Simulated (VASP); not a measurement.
# C in VASP: further runs, part 2 of 2

VASP 6.6.1.

**4. Single point, r2SCAN (strain -0.030 along x and y, -0.030 along z)**

Contents of POSCAR:

```
C
1.0
   -2.3562356169      2.3562356169      2.3562356169
    2.3562356169     -2.3562356169      2.3562356169
    2.3562356169      2.3562356169     -2.3562356169
C
8
Direct
    0.3254551632      0.0000000000      0.0000000000
    0.6745448368      0.6745448368      0.6745448368
    0.0000000000      0.3254551632      0.0000000000
    0.0000000000      0.0000000000      0.3254551632
    0.0000000000      0.6745448368      0.0000000000
    0.3254551632      0.3254551632      0.3254551632
    0.6745448368      0.0000000000      0.0000000000
    0.0000000000      0.0000000000      0.6745448368
```

Contents of INCAR.step1:

```
PREC = Accurate
ENCUT = 520
ISMEAR = 0
SIGMA = 0.05
LREAL = False
LASPH = True
NELM = 100
NBANDS = 26
GGA = PE
ALGO = Normal
EDIFF = 1E-4
LWAVE = True
LCHARG = False
```

Contents of INCAR.step2:

```
PREC = Accurate
ENCUT = 520
EDIFF = 1E-6
ISMEAR = 0
SIGMA = 0.05
LREAL = False
LASPH = True
NELM = 100
ALGO = Normal
ISIF = 2
LWAVE = False
LCHARG = False
METAGGA = R2SCAN
LMIXTAU = True
NBANDS = 26
ISTART = 1
```

Contents of KPOINTS:

```
regular mesh
0
Gamma
  8 8 8
```

Potentials or basis: VASP PAW PBE potentials, release 64 (C).

Command:

```
$ cat potpaw_PBE.64/C/POTCAR > POTCAR
$ cp INCAR.step1 INCAR
$ mpirun -np 1 vasp_std > vasp.out
$ cp INCAR.step2 INCAR
$ mpirun -np 1 vasp_std > vasp.out
```

OUTCAR:

```text
PREC = Accurate
   ENCUT = 520
   EDIFF = 1E-6
   ISMEAR = 0
   LREAL = False
   LASPH = True
   NELM = 100
   ISIF = 2
   METAGGA = R2SCAN
   ISTART = 1

 ion  position               nearest neighbor table
   1  0.325  0.000  0.000-   7 1.42   6 1.53   5 1.53   8 1.53
   2  0.675  0.675  0.675-   6 1.42   5 1.53   7 1.53   8 1.53
   3  0.000  0.325  0.000-   5 1.42   6 1.53   7 1.53   8 1.53
   4  0.000  0.000  0.325-   8 1.42   6 1.53   7 1.53   5 1.53
   5  0.000  0.675  0.000-   3 1.42   2 1.53   1 1.53   4 1.53
   6  0.325  0.325  0.325-   2 1.42   1 1.53   3 1.53   4 1.53
   7  0.675  0.000  0.000-   1 1.42   2 1.53   3 1.53   4 1.53
   8  0.000  0.000  0.675-   4 1.42   2 1.53   3 1.53   1 1.53

  LATTYP: Found a body centered cubic cell.
 ALAT       =     4.7124712338

  Lattice vectors:

 A1 = (  -2.3562356169,   2.3562356169,   2.3562356169)
 A2 = (   2.3562356169,  -2.3562356169,   2.3562356169)
 A3 = (   2.3562356169,   2.3562356169,  -2.3562356169)

Analysis of symmetry for initial positions (statically):
=====================================================================
 Subroutine PRICEL returns:
 Original cell was already a primitive cell.

 Routine SETGRP: Setting up the symmetry group for a
 body centered cubic supercell.

 Subroutine GETGRP returns: Found 48 space group operations
 (whereof 48 operations were pure point group operations)
 out of a pool of 48 trial point group operations.

The static configuration has the point symmetry O_h .

Analysis of symmetry for dynamics (positions and initial velocities):
=====================================================================
 Subroutine PRICEL returns:
 Original cell was already a primitive cell.

 Routine SETGRP: Setting up the symmetry group for a
 body centered cubic supercell.

 Subroutine GETGRP returns: Found 48 space group operations
 (whereof 48 operations were pure point group operations)
 out of a pool of 48 trial point group operations.

The dynamic configuration has the point symmetry O_h .

 Subroutine INISYM returns: Found 48 space group operations
 (whereof 48 operations are pure point group operations),
 and found     1 'primitive' translations

----------------------------------------------------------------------------------------

                                     Primitive cell

  volume of cell :      52.3258

  direct lattice vectors                    reciprocal lattice vectors
    -2.356235617  2.356235617  2.356235617     0.000000000  0.212202887  0.212202887
     2.356235617 -2.356235617  2.356235617     0.212202887  0.000000000  0.212202887
     2.356235617  2.356235617 -2.356235617     0.212202887  0.212202887  0.000000000

  length of vectors
     4.081119803  4.081119803  4.081119803     0.300100201  0.300100201  0.300100201

  position of ions in fractional coordinates (direct lattice)
     0.325455163  0.000000000  0.000000000
     0.674544837  0.674544837  0.674544837
     0.000000000  0.325455163  0.000000000
     0.000000000  0.000000000  0.325455163
[... 44 lines left out ...]
  0.000000  0.000000  0.000000      1.000000
  0.125000  0.000000  0.000000     12.000000
  0.250000  0.000000  0.000000     12.000000
  0.375000  0.000000  0.000000     12.000000
  0.500000  0.000000  0.000000      6.000000
  0.125000  0.125000  0.000000     24.000000
[... 16 lines left out ...]
 -0.250000  0.250000  0.250000      6.000000
 -0.375000  0.375000  0.250000     24.000000
 [... further k-points ...]
   k-points           NKPTS =     29   k-points in BZ     NKDIM =     29   number of bands    NBANDS=     26
   number of dos      NEDOS =    301   number of ions     NIONS =      8
   total plane-waves  NPLWV =  27000
   dimension x,y,z NGX =    30 NGY =   30 NGZ =   30
   dimension x,y,z NGXF=    60 NGYF=   60 NGZF=   60
   ions per type =               8
   NGX,Y,Z   is equivalent  to a cutoff of  12.22, 12.22, 12.22 a.u.
   NGXF,Y,Z  is equivalent  to a cutoff of  24.44, 24.44, 24.44 a.u.
 SYSTEM =  unknown system
   PREC   = accura    normal or accurate (medium, high low for compatibility)
   ISTART =      1    job   : 0-new  1-cont  2-samecut
   ICHARG =      0    charge: 1-file 2-atom 10-const
   ISPIN  =      1    spin polarized calculation?
   LNONCOLLINEAR =      F non collinear calculations
   LSORBIT =      F    spin-orbit coupling
   LASPH  =      T    aspherical Exc in radial PAW
   ENCUT  =  520.0 eV  38.22 Ry    6.18 a.u.   7.59  7.59  7.59*2*pi/ulx,y,z
   NELM   =    100;   NELMIN=  2; NELMDL=  0     # of ELM steps
   EDIFF  = 0.1E-05   stopping-criterion for ELM
   LREAL  =      F    real-space projection
   EDIFFG = 0.1E-04   stopping-criterion for IOM
   NSW    =      0    number of steps for IOM
   IBRION =     -1    ionic relax: 0-MD 1-quasi-New 2-CG
   NFREE  =      0    steps in history (QN), initial steepest desc. (CG)
   ISIF   =      2    stress and relaxation
   ISYM   =      2    0-nonsym 1-usesym 2-fastsym
   POTIM  = 0.5000    time-step for ionic-motion
   TEBEG  =    0.0;   TEEND  =   0.0 temperature during run
   PSTRESS=    0.0 pullay stress
   NELECT =      32.0000    total number of electrons
   NUPDOWN=      -1.0000    fix difference up-down
   EMIN   =  10.00;   EMAX   =-10.00  energy-range for DOS
   EFERMI =   0.00;   METHOD = LEGACY
   ISMEAR =     0;   SIGMA  =   0.05  broadening in eV -4-tet -1-fermi 0-gaus
   EFERMI_NEDOS =   21; number of points for ismear=-14 and -15
   IALGO  =     38    algorithm
   IMIX   =      4    mixing-type and parameters
     AMIX     =   0.40;   BMIX     =  1.00
     AMIX_MAG =   1.60;   BMIX_MAG =  1.00
  volume/ion in A,a.u.               =       6.54        44.14
  Fermi-wavevector in a.u.,A,eV,Ry     =   1.389588  2.625941 26.272242  1.930955
  Thomas-Fermi vector in A             =   2.513605
   LORBIT       =      0    0 simple, 1 ext, 2 COOP (PROOUT), +10 PAW based schemes
   METAGGA = R2SCAN    functional components
   LHFCALC =     F    Hartree Fock is set to
   AEXX    =    0.0000 exact exchange contribution
   IVDW    =     0    specifies the selected vdW correction
   LEPSILON=     F    determine dielectric tensor
   LRPA    =     F    only Hartree local field effects (RPA)
 non-spin polarized calculation
 Gauss-broadening in eV      SIGMA  =   0.05
  energy-cutoff  :      520.00
  volume of cell :       52.33
 maximum number of plane-waves:      1436
   NGX = 15   NGY = 15   NGZ = 15

 number of electron      32.0000002 magnetization

 Free energy of the ion-electron system (eV)
  ---------------------------------------------------
  ext. energy  EPLUGINS =         0.00000000
  ---------------------------------------------------
  free energy    TOTEN  =       -72.45577414 eV

  energy without entropy =      -72.45577414  energy(sigma->0) =      -72.45577414

 E-fermi :   8.0387     XC(G=0): -12.9234

 val. band max:        7.7123119443   @ k =   0.5000   0.5000   0.5000
 cond. band min:      11.0830343707   @ k =   0.1250   0.1250   0.1250
 fundamental gap:      3.3707224264
 Fermi energy:         8.0387165414

 k-point     1 :       0.0000    0.0000    0.0000
  band No.  band energies     occupation
      1     -15.5686      2.00000
      2      -6.5589      2.00000
      3      -6.5589      2.00000
      4      -6.5589      2.00000
      5      -5.3720      2.00000
      6      -5.3720      2.00000
[... 685 lines left out ...]
     25      19.1044      0.00000
     26      19.7392      0.00000

 [... further k-points ...]

------------------------ aborting loop because EDIFF is reached ----------------------------------------

  FORCE on cell =-STRESS in cart. coord.  units (eV):
  Direction    XX          YY          ZZ          XY          YZ          ZX
  --------------------------------------------------------------------------------------
  -------------------------------------------------------------------------------------
  Total       11.9672951     11.9672951     11.9672951      0.0000000      0.0000000      0.0000000
  in kB      366.4295102    366.4295102    366.4295102      0.0000000      0.0000000      0.0000000
  external PRESSURE =     366.4295102 kB  Pullay stress =       0.0000000 kB

 VOLUME and BASIS-vectors are now :
 -----------------------------------------------------------------------------
  energy-cutoff  :      520.00
  volume of cell :       52.33
      direct lattice vectors                 reciprocal lattice vectors
    -2.356235617  2.356235617  2.356235617     0.000000000  0.212202887  0.212202887
     2.356235617 -2.356235617  2.356235617     0.212202887  0.000000000  0.212202887
     2.356235617  2.356235617 -2.356235617     0.212202887  0.212202887  0.000000000

 POSITION                                       TOTAL-FORCE (eV/Angst)
 -----------------------------------------------------------------------------------
     -0.76685      0.76685      0.76685        -0.334023      0.334023      0.334023
      1.58939      1.58939      1.58939        -0.334023     -0.334023     -0.334023
      0.76685     -0.76685      0.76685         0.334023     -0.334023      0.334023
      0.76685      0.76685     -0.76685         0.334023      0.334023     -0.334023
      1.58939     -1.58939      1.58939        -0.334023      0.334023     -0.334023
      0.76685      0.76685      0.76685         0.334023      0.334023      0.334023
     -1.58939      1.58939      1.58939         0.334023     -0.334023     -0.334023
      1.58939      1.58939     -1.58939        -0.334023     -0.334023      0.334023
 -----------------------------------------------------------------------------------
    total drift:                               -0.000000     -0.000000      0.000000

  FREE ENERGIE OF THE ION-ELECTRON SYSTEM (eV)
  ---------------------------------------------------
  free  energy   TOTEN  =       -72.4557741421 eV

  energy  without entropy=      -72.4557741421  energy(sigma->0) =      -72.45577414
```

Run time: 4.6 min. Hardware: 1 thread of AMD EPYC 7R43 (Zen 3), shared host; peak memory 0.14 GiB.

Results:

* Free energy: -72.4558 eV
* Pressure: 36.6 GPa
* Largest force: 0.579 eV/Å
* Band gap on the k mesh: 3.37 eV (least direct gap 4.16 eV)

Forces in eV/Å, atoms in the order of the input:
```
C   -0.334  0.334  0.334
C   -0.334 -0.334 -0.334
C    0.334 -0.334  0.334
C    0.334  0.334 -0.334
C   -0.334  0.334 -0.334
C    0.334  0.334  0.334
C    0.334 -0.334 -0.334
C   -0.334 -0.334  0.334
```

Levels at points of the mesh, in eV from the valence-band top:
```tsv
k point	band 13	band 14	band 15	band 16	band 17	band 18	band 19	band 20
(0.00, 0.00, 0.00)	-6.00	-0.29	-0.29	-0.29	4.51	4.51	4.51	8.75
(0.50, 0.00, 0.00)	-3.52	-3.51	-2.67	-2.37	4.34	6.11	6.46	7.16
(0.50, 0.50, 0.50)	-6.86	0.00	0.00	0.00	4.16	6.56	6.56	6.56
```

Caveat: the cell differs from its parent crystal (strain -0.030 along x and y, -0.030 along z); the cell stands under pressure; the PAW data sets were made with another functional, which shifts forces and pressure a little.

**5. Single point, r2SCAN (strain -0.015 along x and y, -0.015 along z)**

Changes to POSCAR since step 4:

```diff
@@ -2,5 +2,5 @@
 1.0
-   -2.3562356169      2.3562356169      2.3562356169
-    2.3562356169     -2.3562356169      2.3562356169
-    2.3562356169      2.3562356169     -2.3562356169
+   -2.3926722501      2.3926722501      2.3926722501
+    2.3926722501     -2.3926722501      2.3926722501
+    2.3926722501      2.3926722501     -2.3926722501
 C
```

Contents of INCAR.step1:

```
SYSTEM = C
  PREC = Accurate
  ENCUT = 520
  ISMEAR = 0
  SIGMA = 0.05
  LREAL = .FALSE.
  LASPH = .TRUE.
  NELM = 60
  NBANDS = 26
  GGA = PE
  ALGO = Normal
  EDIFF = 1E-4
  LWAVE = .TRUE.
  LCHARG = .FALSE.
```

Contents of INCAR.step2:

```
SYSTEM = C
  PREC = Accurate
  ENCUT = 520
  EDIFF = 1E-7
  ISMEAR = 0
  SIGMA = 0.05
  LREAL = .FALSE.
  LASPH = .TRUE.
  NELM = 60
  ALGO = Normal
  ISIF = 2
  LWAVE = .FALSE.
  LCHARG = .TRUE.
  METAGGA = R2SCAN
  LMIXTAU = .TRUE.
  LELF = .TRUE.
  LVHAR = .TRUE.
  NBANDS = 26
  ISTART = 1
```

Contents of KPOINTS:

```
regular mesh
0
G
  8 8 8
  0 0 0
```

Command:

```
$ cat potpaw_PBE.64/C/POTCAR > POTCAR
$ cp INCAR.step1 INCAR
$ mpirun -np 1 vasp_std > vasp.out
$ cp INCAR.step2 INCAR
$ mpirun -np 1 vasp_std > vasp.out
```

Wall time 5.9 min (1 thread of AMD EPYC 7R43 (Zen 3), shared host); peak memory 0.14 GiB.

It converged, with:

```
Free energy            : -72.8692 eV
Pressure               : 17.2 GPa
Largest force          : 0.300 eV/Å
Band gap on the k mesh : 3.27 eV (least direct gap 4.14 eV)
```

Forces in eV/Å, atoms in the order of the input:
```
C   -0.173  0.173  0.173
C   -0.173 -0.173 -0.173
C    0.173 -0.173  0.173
C    0.173  0.173 -0.173
C   -0.173  0.173 -0.173
C    0.173  0.173  0.173
C    0.173 -0.173 -0.173
C   -0.173 -0.173  0.173
```

Levels at points of the mesh, in eV from the valence-band top:
| k point | band 12 | band 13 | band 14 | band 15 | band 16 | band 17 | band 18 | band 19 | band 20 | band 21 |
| --- | --- | --- | --- | --- | --- | --- | --- | --- | --- | --- |
| (0.00, 0.00, 0.00) | -5.71 | -5.71 | -0.32 | -0.32 | -0.32 | 4.36 | 4.36 | 4.36 | 8.62 | 9.31 |
| (0.50, 0.00, 0.00) | -5.11 | -3.46 | -3.36 | -2.55 | -2.30 | 4.24 | 5.90 | 6.35 | 6.91 | 7.68 |
| (0.50, 0.50, 0.50) | -6.73 | -6.73 | 0.00 | 0.00 | 0.00 | 4.14 | 6.37 | 6.37 | 6.37 | 9.19 |

Caveat: the cell differs from its parent crystal (strain -0.015 along x and y, -0.015 along z); the cell stands under pressure; the PAW data sets were made with another functional, which shifts forces and pressure a little.

**6. Overview**

| cell | gap on the mesh (eV) | pressure (GPa) | largest force (eV/Å) |
| --- | --- | --- | --- |
| a = 4.292 Å, angles 109.9, 109.9, 108.7°, 8 atoms | 2.96 | -16.7 | 0.32 |
| a = 4.313 Å, angles 109.1, 109.1, 110.3°, 8 atoms | 2.87 | -20.4 | 0.38 |
| a = 4.081 Å, angles 109.5°, 8 atoms | 3.37 | 36.6 | 0.58 |
| a = 4.144 Å, angles 109.5°, 8 atoms | 3.27 | 17.2 | 0.30 |

Alike in all rows: task single point; level r2SCAN; potentials or basis VASP PAW PBE potentials, release 64 (C); no spin polarisation; k mesh 8 × 8 × 8; cutoff (eV) 520; smearing gaussian 0.05 eV.

Caveats: the PAW data sets were made with another functional, which shifts forces and pressure a little; the cell stands under pressure (at least some runs); the stress differs along the axes, from -21 to -14 GPa (at least some runs); the stress differs along the axes, from -23 to -16 GPa (at least some runs).

Absolute energies hang on the potentials; compare differences alone.
